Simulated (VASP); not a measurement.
Here is a VASP 6.6.1 calculation.

INCAR

```
PREC = Accurate
ENCUT = 520
EDIFF = 1E-7
ISMEAR = 0
SIGMA = 0.1
LREAL = False
LASPH = True
NELM = 100
ALGO = Normal
ISIF = 2
LWAVE = False
LCHARG = True
GGA = PS
LELF = True
LVHAR = True
NBANDS = 26
```

File KPOINTS:

```
regular mesh
0
Gamma
  10 10 8
```

The input POSCAR:

```
CoSi2
1.0
    2.7018136598      2.7018136598      0.0000000000
   -2.7018136598      2.7018136598      0.0000000000
    0.0000000000      0.0000000000      5.0734450753
Co Si
2 4
Direct
    0.0000000000      0.0000000000      0.0000000000
    0.5000000000      0.5000000000      0.5000000000
    0.0000000000      0.5000000000      0.7500000000
    0.5000000000      0.0000000000      0.7500000000
    0.5000000000      0.0000000000      0.2500000000
    0.0000000000      0.5000000000      0.2500000000
```

Potentials or basis: VASP PAW PBE potentials, release 64 (Co, Si).

Launch:

```sh
$ cat potpaw_PBE.64/Co/POTCAR potpaw_PBE.64/Si/POTCAR > POTCAR
$ mpirun -np 1 vasp_std > vasp.out
```

Problem. Predict the band gap on the k mesh.

Solution. Zero (bands 17 and 18 overlap by 2.88 eV).

Problem. Estimate the pressure.

Solution. 2.8 GPa.

Stress tensor (GPa, compression positive):
```
0.14 0.00 0.00
0.00 0.14 0.00
0.00 0.00 8.24
```

Caveat: the cell differs from its parent crystal (uniaxial strain along c: -4.5 %, then relaxed in part); the stress differs along the axes, from 0 to 8 GPa; the PAW data sets were made with another functional, which shifts forces and pressure a little; the run has no spin polarisation, though such a crystal can be magnetic. Spin polarisation is off, so any magnetic state and its effect on volume and gap are missing.
